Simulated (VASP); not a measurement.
A run of VASP 6.6.1:

The input INCAR:

```
PREC = Accurate ; ENCUT = 520
EDIFF = 1E-6 ; ISMEAR = 0
SIGMA = 0.1 ; LREAL = False
LASPH = True ; NELM = 150
ALGO = Normal ; ISIF = 2
LWAVE = False ; LCHARG = False
ISPIN = 2 ; MAGMOM = 0 1 0 0 0
LORBIT = 11 ; LMAXMIX = 4
GGA = PE ; NBANDS = 33
```

Contents of KPOINTS:

```
regular mesh
0
Gamma
  4 4 4
```

POSCAR

```
ZrTiS3
1.0
    4.5643066300      0.0000000000      0.0000000000
    0.0000000000      4.5643066300      0.0000000000
    0.0000000000      0.0000000000      4.5643066300
Zr Ti S
1 1 3
Direct
    0.5000000000      0.5000000000      0.5000000000
    0.0000000000      0.0000000000      0.0000000000
    0.0000000000      0.5000000000      0.0000000000
    0.0000000000      0.0000000000      0.5000000000
    0.5000000000      0.0000000000      0.0000000000
```

Potentials or basis: VASP PAW PBE potentials, release 64 (Zr_sv, Ti_sv, S).

Command:

```bash
$ cat potpaw_PBE.64/Zr_sv/POTCAR potpaw_PBE.64/Ti_sv/POTCAR potpaw_PBE.64/S/POTCAR > POTCAR
$ mpirun -np 1 vasp_std > vasp.out
```

Hardware: 1 thread of Intel(R) Xeon(R) 6975P-C (Granite Rapids), with other jobs on the host.

Question: How long does it take, and how much memory?

Answer: Wall time 34 s on 1 thread of Intel(R) Xeon(R) 6975P-C (Granite Rapids), with other jobs on the host, peak memory 0.26 GiB. Counts: scf iterations 16, k points 10.
